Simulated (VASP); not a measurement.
# CeO2 (Fm-3m) in VASP: a series of runs

CeO2 is run at these levels: PBE, PBEsol, r2SCAN; tasks: single point.

All numbers are computed with VASP 6.6.1; they aren't measurements. Logs are shortened: lines on timing, memory, paths and dates and some standing lists are left out, and cuts for length are marked.

## 1. The cell of the first run

It takes space group Fm-3m (No. 225, cubic). Conventional cell: a = 5.437 Å, b = 5.437 Å, c = 5.437 Å, α = 90.00°, β = 90.00°, γ = 90.00°. Within 3.1 Å of Ce (site symmetry m-3m) lie 8 O at 2.35 Å. Within 3.1 Å of O (site symmetry -43m) lie 4 Ce at 2.35 Å and 6 O at 2.72 Å.

## 2. Single point, PBE

INCAR reads:

```
ALGO = Normal
EDIFF = 1E-7
ENCUT = 520
GGA = PE
ISIF = 2
ISMEAR = 0
LASPH = T
LCHARG = T
LELF = T
LREAL = F
LVHAR = T
LWAVE = F
NBANDS = 19
NELM = 80
PREC = Accurate
SIGMA = 0.05
```

KPOINTS reads:

```
k-points
0
Gamma
  8 8 8
```

POSCAR reads:

```
CeO2
1.0
    0.0000000000      2.7186832862      2.7186832862
    2.7186832862      0.0000000000      2.7186832862
    2.7186832862      2.7186832862      0.0000000000
Ce O
1 2
Direct
    0.0000000000      0.0000000000      0.0000000000
    0.2500000000      0.2500000000      0.2500000000
    0.7500000000      0.7500000000      0.7500000000
```

Potentials or basis: VASP PAW PBE potentials, release 64 (Ce, O).

The run is started by

```console
> cat potpaw_PBE.64/Ce/POTCAR potpaw_PBE.64/O/POTCAR > POTCAR
> mpirun -np 1 vasp_std > vasp.out
```

OUTCAR:

```text
EDIFF = 1E-7
   ENCUT = 520
   GGA = PE
   ISIF = 2
   ISMEAR = 0
   LASPH = T
   LREAL = F
   NELM = 80
   PREC = Accurate

 ion  position               nearest neighbor table
   1  0.000  0.000  0.000-   3 2.35   3 2.35   3 2.35   2 2.35   2 2.35   2 2.35   3 2.35   2 2.35

   2  0.250  0.250  0.250-   1 2.35   1 2.35   1 2.35   1 2.35
   3  0.750  0.750  0.750-   1 2.35   1 2.35   1 2.35   1 2.35

  LATTYP: Found a face centered cubic cell.
 ALAT       =     5.4373665724

  Lattice vectors:

 A1 = (   0.0000000000,   2.7186832862,   2.7186832862)
 A2 = (   2.7186832862,   0.0000000000,   2.7186832862)
 A3 = (   2.7186832862,   2.7186832862,   0.0000000000)

Analysis of symmetry for initial positions (statically):
=====================================================================
 Subroutine PRICEL returns:
 Original cell was already a primitive cell.

 Routine SETGRP: Setting up the symmetry group for a
 face centered cubic supercell.

 Subroutine GETGRP returns: Found 48 space group operations
 (whereof 48 operations were pure point group operations)
 out of a pool of 48 trial point group operations.

The static configuration has the point symmetry O_h .

Analysis of symmetry for dynamics (positions and initial velocities):
=====================================================================
 Subroutine PRICEL returns:
 Original cell was already a primitive cell.

 Routine SETGRP: Setting up the symmetry group for a
 face centered cubic supercell.

 Subroutine GETGRP returns: Found 48 space group operations
 (whereof 48 operations were pure point group operations)
 out of a pool of 48 trial point group operations.

The dynamic configuration has the point symmetry O_h .

 Subroutine INISYM returns: Found 48 space group operations
 (whereof 48 operations are pure point group operations),
 and found     1 'primitive' translations

----------------------------------------------------------------------------------------

                                     Primitive cell

  volume of cell :      40.1889

  direct lattice vectors                    reciprocal lattice vectors
     0.000000000  2.718683286  2.718683286    -0.183912559  0.183912559  0.183912559
     2.718683286  0.000000000  2.718683286     0.183912559 -0.183912559  0.183912559
     2.718683286  2.718683286  0.000000000     0.183912559  0.183912559 -0.183912559

  length of vectors
     3.844798775  3.844798775  3.844798775     0.318545896  0.318545896  0.318545896

  position of ions in fractional coordinates (direct lattice)
     0.000000000  0.000000000  0.000000000
     0.250000000  0.250000000  0.250000000
     0.750000000  0.750000000  0.750000000

  ion indices of the primitive-cell ions
   primitive index   ion index
                 1           1
                 2           2
                 3           3

----------------------------------------------------------------------------------------

 KPOINTS: k-points

Automatic generation of k-mesh.
 Grid dimensions read from file:
 generate k-points for:    8    8    8

 Generating k-lattice:

  Cartesian coordinates                     Fractional coordinates (reciprocal lattice)
    -0.022989070  0.022989070  0.022989070     0.125000000  0.000000000  0.000000000
     0.022989070 -0.022989070  0.022989070     0.000000000  0.125000000  0.000000000
     0.022989070  0.022989070 -0.022989070     0.000000000  0.000000000  0.125000000

  Length of vectors
     0.039818237  0.039818237  0.039818237

  Shift w.r.t. Gamma in fractional coordinates (k-lattice)
     0.000000000  0.000000000  0.000000000

 Subroutine IBZKPT returns following result:
 ===========================================

 Found     29 irreducible k-points:

 Following reciprocal coordinates:
            Coordinates               Weight
  0.000000  0.000000  0.000000      1.000000
  0.125000  0.000000  0.000000      8.000000
  0.250000  0.000000  0.000000      8.000000
  0.375000  0.000000  0.000000      8.000000
  0.500000  0.000000  0.000000      4.000000
  0.125000  0.125000  0.000000      6.000000
[... 16 lines left out ...]
  0.500000  0.250000  0.125000     48.000000
 -0.375000  0.250000  0.125000     24.000000
 [... further k-points ...]
   k-points           NKPTS =     29   k-points in BZ     NKDIM =     29   number of bands    NBANDS=     19
   number of dos      NEDOS =    301   number of ions     NIONS =      3
   total plane-waves  NPLWV =  27000
   dimension x,y,z NGX =    30 NGY =   30 NGZ =   30
   dimension x,y,z NGXF=    60 NGYF=   60 NGZF=   60
   ions per type =               1   2
   NGX,Y,Z   is equivalent  to a cutoff of  12.97, 12.97, 12.97 a.u.
   NGXF,Y,Z  is equivalent  to a cutoff of  25.94, 25.94, 25.94 a.u.
 SYSTEM =  unknown system
   PREC   = accura    normal or accurate (medium, high low for compatibility)
   ISTART =      0    job   : 0-new  1-cont  2-samecut
   ICHARG =      2    charge: 1-file 2-atom 10-const
   ISPIN  =      1    spin polarized calculation?
   LNONCOLLINEAR =      F non collinear calculations
   LSORBIT =      F    spin-orbit coupling
   LASPH  =      T    aspherical Exc in radial PAW
   ENCUT  =  520.0 eV  38.22 Ry    6.18 a.u.   7.15  7.15  7.15*2*pi/ulx,y,z
   NELM   =     80;   NELMIN=  2; NELMDL= -5     # of ELM steps
   EDIFF  = 0.1E-06   stopping-criterion for ELM
   LREAL  =      F    real-space projection
   EDIFFG = 0.1E-05   stopping-criterion for IOM
   NSW    =      0    number of steps for IOM
   IBRION =     -1    ionic relax: 0-MD 1-quasi-New 2-CG
   NFREE  =      0    steps in history (QN), initial steepest desc. (CG)
   ISIF   =      2    stress and relaxation
   ISYM   =      2    0-nonsym 1-usesym 2-fastsym
   POTIM  = 0.5000    time-step for ionic-motion
   TEBEG  =    0.0;   TEEND  =   0.0 temperature during run
   PSTRESS=    0.0 pullay stress
   NELECT =      24.0000    total number of electrons
   NUPDOWN=      -1.0000    fix difference up-down
   EMIN   =  10.00;   EMAX   =-10.00  energy-range for DOS
   EFERMI =   0.00;   METHOD = LEGACY
   ISMEAR =     0;   SIGMA  =   0.05  broadening in eV -4-tet -1-fermi 0-gaus
   EFERMI_NEDOS =   21; number of points for ismear=-14 and -15
   IALGO  =     38    algorithm
   IMIX   =      4    mixing-type and parameters
     AMIX     =   0.40;   BMIX     =  1.00
     AMIX_MAG =   1.60;   BMIX_MAG =  1.00
  volume/ion in A,a.u.               =      13.40        90.40
  Fermi-wavevector in a.u.,A,eV,Ry     =   1.378616  2.605206 25.858987  1.900582
  Thomas-Fermi vector in A             =   2.503661
   LORBIT       =      0    0 simple, 1 ext, 2 COOP (PROOUT), +10 PAW based schemes
   GGA     = PE    functional components
   LHFCALC =     F    Hartree Fock is set to
   AEXX    =    0.0000 exact exchange contribution
   IVDW    =     0    specifies the selected vdW correction
   LEPSILON=     F    determine dielectric tensor
   LRPA    =     F    only Hartree local field effects (RPA)
 non-spin polarized calculation
 Gauss-broadening in eV      SIGMA  =   0.05
  energy-cutoff  :      520.00
  volume of cell :       40.19
 maximum number of plane-waves:      1106
 NGX is ok and might be reduce to    30
   NGX = 15   NGY = 15   NGZ = 15

 number of electron      23.9999991 magnetization

 Free energy of the ion-electron system (eV)
  ---------------------------------------------------
  ext. energy  EPLUGINS =         0.00000000
  ---------------------------------------------------
  free energy    TOTEN  =       -26.22430558 eV

  energy without entropy =      -26.22430558  energy(sigma->0) =      -26.22430558

 E-fermi :   5.4441     XC(G=0): -11.2469

 val. band max:        5.1938193812   @ k =  -0.2500   0.2500   0.0000
 cond. band min:       7.1026889198   @ k =   0.5000   0.0000   0.0000
 fundamental gap:      1.9088695386
 Fermi energy:         5.4440530056

 k-point     1 :       0.0000    0.0000    0.0000
  band No.  band energies     occupation
      1     -27.2521      2.00000
      2     -11.1070      2.00000
      3     -10.1594      2.00000
      4      -9.4144      2.00000
      5      -9.4144      2.00000
      6      -9.4144      2.00000
[... 11 lines left out ...]
     18       8.0655      0.00000
     19       8.0655      0.00000

 k-point     2 :       0.1250    0.0000    0.0000
  band No.  band energies     occupation
      1     -27.2241      2.00000
      2     -11.6214      2.00000
      3     -10.2799      2.00000
      4      -9.4498      2.00000
      5      -9.4498      2.00000
      6      -8.8743      2.00000
[... 11 lines left out ...]
     18       7.9768      0.00000
     19       7.9768      0.00000

 k-point     3 :       0.2500    0.0000    0.0000
  band No.  band energies     occupation
      1     -27.1552      2.00000
      2     -12.3999      2.00000
      3     -10.5798      2.00000
      4      -9.5331      2.00000
      5      -9.5331      2.00000
      6      -7.9859      2.00000
[... 11 lines left out ...]
     18       7.8762      0.00000
     19       7.8762      0.00000

 k-point     4 :       0.3750    0.0000    0.0000
  band No.  band energies     occupation
      1     -27.0843      2.00000
      2     -12.9720      2.00000
      3     -10.8486      2.00000
      4      -9.6133      2.00000
      5      -9.6133      2.00000
      6      -7.2865      2.00000
[... 11 lines left out ...]
     18       7.8858      0.00000
     19       7.9094      0.00000

 k-point     5 :       0.5000    0.0000    0.0000
  band No.  band energies     occupation
      1     -27.0542      2.00000
      2     -13.1797      2.00000
      3     -10.9513      2.00000
      4      -9.6457      2.00000
      5      -9.6457      2.00000
      6      -7.0216      2.00000
[... 11 lines left out ...]
     18       7.9154      0.00000
     19       7.9905      0.00000
[... 334 lines left out ...]
      2     -13.5055      2.00000
      3     -10.8966      2.00000
      4      -9.9897      2.00000
      5      -9.9897      2.00000
      6      -6.3485      2.00000
[... 11 lines left out ...]
     18       7.7281      0.00000
     19       8.3469      0.00000

 k-point    22 :       0.3750    0.2500    0.1250
  band No.  band energies     occupation
      1     -27.1029      2.00000
      2     -12.6858      2.00000
      3     -11.2135      2.00000
      4      -9.6563      2.00000
      5      -9.0520      2.00000
      6      -7.6865      2.00000
[... 11 lines left out ...]
     18       7.7202      0.00000
     19       7.8672      0.00000

 k-point    23 :       0.5000    0.2500    0.1250
  band No.  band energies     occupation
      1     -27.0453      2.00000
      2     -12.9070      2.00000
      3     -11.8223      2.00000
      4      -9.7480      2.00000
      5      -8.5979      2.00000
      6      -7.4638      2.00000
[... 11 lines left out ...]
     18       7.7081      0.00000
     19       8.0128      0.00000

 k-point    24 :      -0.3750    0.2500    0.1250
  band No.  band energies     occupation
      1     -27.0212      2.00000
      2     -12.9647      2.00000
      3     -12.0735      2.00000
      4      -9.7887      2.00000
      5      -8.4189      2.00000
      6      -7.3873      2.00000
[... 11 lines left out ...]
     18       7.7024      0.00000
     19       8.1041      0.00000

 [... further k-points ...]
[... 5 lines left out ...]
  --------------------------------------------------------------------------------------
  -------------------------------------------------------------------------------------
  Total        0.6542782      0.6542782      0.6542782      0.0000000      0.0000000      0.0000000
  in kB       26.0835806     26.0835806     26.0835806      0.0000000      0.0000000      0.0000000
  external PRESSURE =      26.0835806 kB  Pullay stress =       0.0000000 kB

 VOLUME and BASIS-vectors are now :
 -----------------------------------------------------------------------------
  energy-cutoff  :      520.00
  volume of cell :       40.19
      direct lattice vectors                 reciprocal lattice vectors
     0.000000000  2.718683286  2.718683286    -0.183912559  0.183912559  0.183912559
     2.718683286  0.000000000  2.718683286     0.183912559 -0.183912559  0.183912559
     2.718683286  2.718683286  0.000000000     0.183912559  0.183912559 -0.183912559

 POSITION                                       TOTAL-FORCE (eV/Angst)
 -----------------------------------------------------------------------------------
      0.00000      0.00000      0.00000         0.000000      0.000000     -0.000000
      1.35934      1.35934      1.35934        -0.000000     -0.000000     -0.000000
      4.07802      4.07802      4.07802         0.000000      0.000000      0.000000
 -----------------------------------------------------------------------------------
    total drift:                                0.000000     -0.000000      0.000000

  FREE ENERGIE OF THE ION-ELECTRON SYSTEM (eV)
  ---------------------------------------------------
  free  energy   TOTEN  =       -26.2243055814 eV

  energy  without entropy=      -26.2243055814  energy(sigma->0) =      -26.22430558
```

It took 86 s on 1 thread of Intel Xeon Platinum 8375C at 2.90GHz (Ice Lake), shared host; peak memory 0.19 GiB.

Results:

* Free energy: -26.2243 eV
* Pressure: 2.6 GPa
* Band gap on the k mesh: 1.91 eV (least direct gap 2.01 eV)

Levels at points of the mesh, in eV from the valence-band top:
```csv
k point,band 9,band 10,band 11,band 12,band 13,band 14,band 15,band 16
"(0.00, 0.00, 0.00)",-3.79,-0.60,-0.60,-0.60,2.22,2.22,2.22,2.46
"(0.50, 0.00, 0.00)",-1.26,-1.19,-0.79,-0.79,1.91,2.09,2.09,2.23
"(0.50, 0.50, 0.00)",-1.19,-0.77,-0.77,-0.60,1.95,2.04,2.04,2.20
```

Caveat: spin-orbit coupling is left out, which moves the levels of the heavy elements.

(Continued in part 2 of 2.)
